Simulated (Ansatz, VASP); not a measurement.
**HfN in VASP and in Ansatz**

The input INCAR:

```
SYSTEM = HfN
ALGO = Normal
EDIFF = 1E-7
ENCUT = 520
GGA = PE
ISIF = 2
ISMEAR = 0
LASPH = .TRUE.
LCHARG = .FALSE.
LREAL = .FALSE.
LWAVE = .FALSE.
NBANDS = 14
NELM = 60
PREC = Accurate
SIGMA = 0.15
```

The input KPOINTS:

```
k-points
0
G
  18 18 18
  0 0 0
```

POSCAR

```
HfN
1.0
    0.0000000000      2.1912300000      2.2590000000
    2.1912300000      0.0000000000      2.2590000000
    2.1912300000      2.1912300000      0.0000000000
Hf N
1 1
Direct
    0.0000000000      0.0000000000      0.0000000000
    0.5000000000      0.5000000000      0.5000000000
```

Input for Ansatz:

```yaml
crystal:
  lattice:
    - [0.0, 2.19123, 2.259]
    - [2.19123, 0.0, 2.259]
    - [2.19123, 2.19123, 0.0]
  atoms:
    - { symbol: Hf, position: [0.0, 0.0, 0.0] }
    - { symbol: "N", position: [0.5, 0.5, 0.5] }
basis:
  ecutwfc: 420
kpoints:
  mp_grid: { grid: [18, 18, 18] }
hamiltonian:
  xc: pbe
scf:
  occupations: { method: gaussian, width: 0.15 }
output:
  forces: true
  stress: true
  eigenvalues: true
```

Change from the starting cell: strain -0.030 along x and y, +0.000 along z, atoms carried along.

Alike in both runs: task single point; functional PBE; k mesh 18 × 18 × 18; occupations gaussian, width 0.15 eV; no spin polarisation.

|  | VASP | Ansatz |
| --- | --- | --- |
| version | VASP 6.6.1 | Ansatz 0.2.0 |
| potentials or method | VASP PAW PBE potentials, release 64 (Hf_pv, N), cutoff 520 eV | scalar-relativistic, plane waves, PAW |
| valence electrons in the cell | 15 | 31 |

|  | VASP | Ansatz | Ansatz less VASP |
| --- | --- | --- | --- |
| gap on the k mesh at the Fermi level (eV) | none | none | - |
| pressure (GPa) | 23.4 | 25.9 | +2.51 |
| traceless stress, the component that is largest in VASP (GPa) | -12.82 | -12.88 | -0.061 |

A gap of «none» marks a metal or a gap that the smearing closes. VASP's potentials hold 15 valence electrons a cell and Ansatz's 31, so a difference there can come from the potentials and not from the codes.

Spin-orbit coupling is off throughout.
